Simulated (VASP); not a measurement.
# SiO2 (Cristobalite) (P4_12_12) in VASP: single point with PBE

Aim: the single point of SiO2 (Cristobalite) with PBE.

Program: VASP 6.6.1. These are calculated values, not measurements. Logs are shortened: lines on timing, memory, paths and dates and some standing lists are left out, and cuts for length are marked.

**1. The cell of the first run**

It takes space group P4_12_12 (No. 92, tetragonal). The conventional cell has a = 4.682 Å, b = 4.682 Å, c = 6.311 Å, α = 90.00°, β = 90.00°, γ = 90.00°. Si (site symmetry 2) has 4 O at 1.62 Å within 2.2 Å. Within 2.2 Å of O (site symmetry 1) lie 2 Si at 1.62 Å.

**2. Single point, PBE**

Contents of INCAR:

```
PREC     = Accurate       # precision mode
ENCUT    = 520            # plane-wave cutoff, eV
EDIFF    = 1E-6           # SCF threshold, eV
ISMEAR   = -1             # smearing method
SIGMA    = 0.02           # smearing width, eV
LREAL    = F              # projectors in reciprocal space
LASPH    = T              # aspherical terms in the spheres
NELM     = 80             # most SCF steps
ALGO     = Normal         # electronic algorithm
ISIF     = 2              # what is computed and relaxed
LWAVE    = F              # write WAVECAR
LCHARG   = F              # write CHGCAR
GGA      = PE             # functional
NBANDS   = 44             # bands
```

Contents of KPOINTS:

```
regular mesh
0
Gamma
  5 5 4
```

Contents of POSCAR:

```
SiO2
1.0
    4.6820000000      0.0000000000      0.0000000000
    0.0000000000      4.6820000000      0.0000000000
    0.0000000000      0.0000000000      6.3110000000
Si O
4 8
Direct
    0.3336226887      0.3336226887      0.0000000000
    0.1663773113      0.8336226887      0.2500000000
    0.6663773113      0.6663773113      0.5000000000
    0.8336226887      0.1663773113      0.7500000000
    0.2241128127      0.1711270443      0.2124356587
    0.3288729557      0.7241128127      0.4624356587
    0.7758871873      0.8288729557      0.7124356587
    0.6711270443      0.2758871873      0.9624356587
    0.7241128127      0.3288729557      0.5375643413
    0.8288729557      0.7758871873      0.2875643413
    0.2758871873      0.6711270443      0.0375643413
    0.1711270443      0.2241128127      0.7875643413
```

Potentials or basis: VASP PAW PBE potentials, release 64 (Si, O).

On the command line:

```sh
> cat potpaw_PBE.64/Si/POTCAR potpaw_PBE.64/O/POTCAR > POTCAR
> mpirun -np 1 vasp_std > vasp.out
```

OUTCAR:

```text
PREC = Accurate
   ENCUT = 520
   EDIFF = 1E-6
   ISMEAR = -1
   LREAL = F
   LASPH = T
   NELM = 80
   ISIF = 2
   GGA = PE

 ion  position               nearest neighbor table
   1  0.334  0.334  0.000-   8 1.62  11 1.62   5 1.62  12 1.62   2 2.93   4 2.93   2 2.93   4 2.93

   2  0.166  0.834  0.250-   5 1.62  10 1.62   6 1.62  11 1.62   1 2.93   3 2.93   1 2.93   3 2.93

   3  0.666  0.666  0.500-   6 1.62   9 1.62   7 1.62  10 1.62   2 2.93   4 2.93   4 2.93   2 2.93

   4  0.834  0.166  0.750-   7 1.62  12 1.62   9 1.62   8 1.62   1 2.93   3 2.93   3 2.93   1 2.93

   5  0.224  0.171  0.212-   2 1.62   1 1.62
   6  0.329  0.724  0.462-   3 1.62   2 1.62
   7  0.776  0.829  0.712-   4 1.62   3 1.62
   8  0.671  0.276  0.962-   1 1.62   4 1.62
   9  0.724  0.329  0.538-   3 1.62   4 1.62
  10  0.829  0.776  0.288-   2 1.62   3 1.62
  11  0.276  0.671  0.038-   1 1.62   2 1.62
  12  0.171  0.224  0.788-   4 1.62   1 1.62

  LATTYP: Found a simple tetragonal cell.
 ALAT       =     4.6820000000
 C/A-ratio  =     1.3479282358

  Lattice vectors:

 A1 = (   4.6820000000,   0.0000000000,   0.0000000000)
 A2 = (   0.0000000000,   4.6820000000,   0.0000000000)
 A3 = (   0.0000000000,   0.0000000000,   6.3110000000)

Analysis of symmetry for initial positions (statically):
=====================================================================
 Subroutine PRICEL returns:
 Original cell was already a primitive cell.

 Routine SETGRP: Setting up the symmetry group for a
 simple tetragonal supercell.

 Subroutine GETGRP returns: Found  8 space group operations
 (whereof  2 operations were pure point group operations)
 out of a pool of 16 trial point group operations.

The static configuration has the point symmetry C_2 .
 The point group associated with its full space group is D_4 .

Analysis of symmetry for dynamics (positions and initial velocities):
=====================================================================
 Subroutine PRICEL returns:
 Original cell was already a primitive cell.

 Routine SETGRP: Setting up the symmetry group for a
 simple tetragonal supercell.

 Subroutine GETGRP returns: Found  8 space group operations
 (whereof  2 operations were pure point group operations)
[... 117 lines left out ...]
   LREAL  =      F    real-space projection
   EDIFFG = 0.1E-04   stopping-criterion for IOM
   NSW    =      0    number of steps for IOM
   IBRION =     -1    ionic relax: 0-MD 1-quasi-New 2-CG
   NFREE  =      0    steps in history (QN), initial steepest desc. (CG)
   ISIF   =      2    stress and relaxation
   ISYM   =      2    0-nonsym 1-usesym 2-fastsym
   POTIM  = 0.5000    time-step for ionic-motion
   TEBEG  =    0.0;   TEEND  =   0.0 temperature during run
   PSTRESS=    0.0 pullay stress
   NELECT =      64.0000    total number of electrons
   NUPDOWN=      -1.0000    fix difference up-down
   EMIN   =  10.00;   EMAX   =-10.00  energy-range for DOS
   EFERMI =   0.00;   METHOD = LEGACY
   ISMEAR =    -1;   SIGMA  =   0.02  broadening in eV -4-tet -1-fermi 0-gaus
   EFERMI_NEDOS =   21; number of points for ismear=-14 and -15
   IALGO  =     38    algorithm
   IMIX   =      4    mixing-type and parameters
     AMIX     =   0.40;   BMIX     =  1.00
     AMIX_MAG =   1.60;   BMIX_MAG =  1.00
  volume/ion in A,a.u.               =      11.53        77.80
  Fermi-wavevector in a.u.,A,eV,Ry     =   1.266138  2.392655 21.811585  1.603106
  Thomas-Fermi vector in A             =   2.399355
   LORBIT       =      0    0 simple, 1 ext, 2 COOP (PROOUT), +10 PAW based schemes
   GGA     = PE    functional components
[... 5 lines left out ...]
 non-spin polarized calculation
  energy-cutoff  :      520.00
  volume of cell :      138.34
 maximum number of plane-waves:      3744
 NGX is ok and might be reduce to    36
   NGX = 17   NGY = 17   NGZ = 23

 number of electron      64.0000011 magnetization

 Free energy of the ion-electron system (eV)
  ---------------------------------------------------
  ext. energy  EPLUGINS =         0.00000000
  ---------------------------------------------------
  free energy    TOTEN  =       -94.03307349 eV

  energy without entropy =      -94.03307349  energy(sigma->0) =      -94.03307349

 E-fermi :   2.4149     XC(G=0):  -9.7552

 val. band max:        1.9753817609   @ k =   0.0000   0.0000   0.0000
 cond. band min:       7.8555934884   @ k =   0.0000   0.0000   0.0000
 fundamental gap:      5.8802117275
 Fermi energy:         2.4149112787

 k-point     1 :       0.0000    0.0000    0.0000
  band No.  band energies     occupation
      1     -17.7508      2.00000
      2     -16.6687      2.00000
      3     -16.6687      2.00000
      4     -15.5018      2.00000
      5     -15.4214      2.00000
      6     -15.4214      2.00000
[... 835 lines left out ...]
     43      13.1284      0.00000
     44      13.1284      0.00000

------------------------ aborting loop because EDIFF is reached ----------------------------------------

  FORCE on cell =-STRESS in cart. coord.  units (eV):
  Direction    XX          YY          ZZ          XY          YZ          ZX
  --------------------------------------------------------------------------------------
  -------------------------------------------------------------------------------------
  Total        7.2892075      7.2892075      7.0161802      0.0000000      0.0000000      0.0000000
  in kB       84.4169965     84.4169965     81.2550423      0.0000000      0.0000000      0.0000000
  external PRESSURE =      83.3630117 kB  Pullay stress =       0.0000000 kB

 VOLUME and BASIS-vectors are now :
 -----------------------------------------------------------------------------
  energy-cutoff  :      520.00
  volume of cell :      138.34
      direct lattice vectors                 reciprocal lattice vectors
     4.682000000  0.000000000  0.000000000     0.213583938  0.000000000  0.000000000
     0.000000000  4.682000000  0.000000000     0.000000000  0.213583938  0.000000000
     0.000000000  0.000000000  6.311000000     0.000000000  0.000000000  0.158453494

 POSITION                                       TOTAL-FORCE (eV/Angst)
 -----------------------------------------------------------------------------------
      1.56202      1.56202      0.00000         0.041456      0.041456      0.000000
      0.77898      3.90302      1.57775        -0.041456      0.041456      0.000000
      3.11998      3.11998      3.15550        -0.041456     -0.041456      0.000000
      3.90302      0.77898      4.73325         0.041456     -0.041456      0.000000
      1.04930      0.80122      1.34068        -0.004981     -0.003097      0.012248
      1.53978      3.39030      2.91843         0.003097     -0.004981      0.012248
      3.63270      3.88078      4.49618         0.004981      0.003097      0.012248
      3.14222      1.29170      6.07393        -0.003097      0.004981      0.012248
      3.39030      1.53978      3.39257        -0.004981      0.003097     -0.012248
      3.88078      3.63270      1.81482         0.003097      0.004981     -0.012248
      1.29170      3.14222      0.23707         0.004981     -0.003097     -0.012248
      0.80122      1.04930      4.97032        -0.003097     -0.004981     -0.012248
 -----------------------------------------------------------------------------------
    total drift:                                0.000000     -0.000000      0.000000

  FREE ENERGIE OF THE ION-ELECTRON SYSTEM (eV)
  ---------------------------------------------------
  free  energy   TOTEN  =       -94.0330734873 eV

  energy  without entropy=      -94.0330734873  energy(sigma->0) =      -94.03307349
```

OSZICAR:

```text
N       E                     dE             d eps       ncg     rms          rms(c)
DAV:   1     0.361160624083E+03    0.36116E+03   -0.34327E+04  1584   0.137E+03
DAV:   2    -0.823779270333E+02   -0.44354E+03   -0.43112E+03  2008   0.313E+02
DAV:   3    -0.105669318909E+03   -0.23291E+02   -0.23181E+02  1992   0.747E+01
DAV:   4    -0.105934128498E+03   -0.26481E+00   -0.26437E+00  1952   0.889E+00
DAV:   5    -0.105938190806E+03   -0.40623E-02   -0.40595E-02  1984   0.107E+00    0.287E+01
DAV:   6    -0.939650559967E+02    0.11973E+02   -0.44360E+01  1888   0.315E+01    0.139E+01
DAV:   7    -0.940139405222E+02   -0.48885E-01   -0.15230E+00  1936   0.528E+00    0.502E+00
DAV:   8    -0.940162070542E+02   -0.22665E-02   -0.63694E-02  1912   0.168E+00    0.198E+00
DAV:   9    -0.940316087962E+02   -0.15402E-01   -0.30394E-02  1840   0.112E+00    0.341E-01
DAV:  10    -0.940330410233E+02   -0.14322E-02   -0.33995E-03  1952   0.280E-01    0.111E-01
DAV:  11    -0.940330615009E+02   -0.20478E-04   -0.64443E-04  1864   0.138E-01    0.141E-02
DAV:  12    -0.940330742064E+02   -0.12705E-04   -0.39349E-05  1960   0.297E-02    0.161E-02
DAV:  13    -0.940330728360E+02    0.13704E-05   -0.15553E-05  1944   0.190E-02    0.455E-03
DAV:  14    -0.940330734873E+02   -0.65128E-06   -0.62948E-07  1236   0.424E-03
   1 F= -.94033073E+02 E0= -.94033073E+02  d E =-.266563E-11
```

Wall time 1.8 min (1 thread of Intel Xeon Platinum 8375C at 2.90GHz (Ice Lake), shared host); peak memory 0.26 GiB.

Results:

```yaml
Free_energy: -94.0331 eV
Pressure: 8.3 GPa
Largest_force: 0.059 eV/Å
Band_gap_on_the_k_mesh: 5.88 eV, direct
```

Forces in eV/Å, atoms in the order of the input:
```
Si   0.041  0.041  0.000
Si  -0.041  0.041  0.000
Si  -0.041 -0.041  0.000
Si   0.041 -0.041  0.000
O   -0.005 -0.003  0.012
O    0.003 -0.005  0.012
O    0.005  0.003  0.012
O   -0.003  0.005  0.012
O   -0.005  0.003 -0.012
O    0.003  0.005 -0.012
O    0.005 -0.003 -0.012
O   -0.003 -0.005 -0.012
```

Stress tensor (GPa, compression positive):
```
8.44 0.00 0.00
0.00 8.44 0.00
0.00 0.00 8.13
```

A k mesh can miss the band edges. Expect the measured gap to be larger: semilocal functionals such as PBE lack the derivative discontinuity.
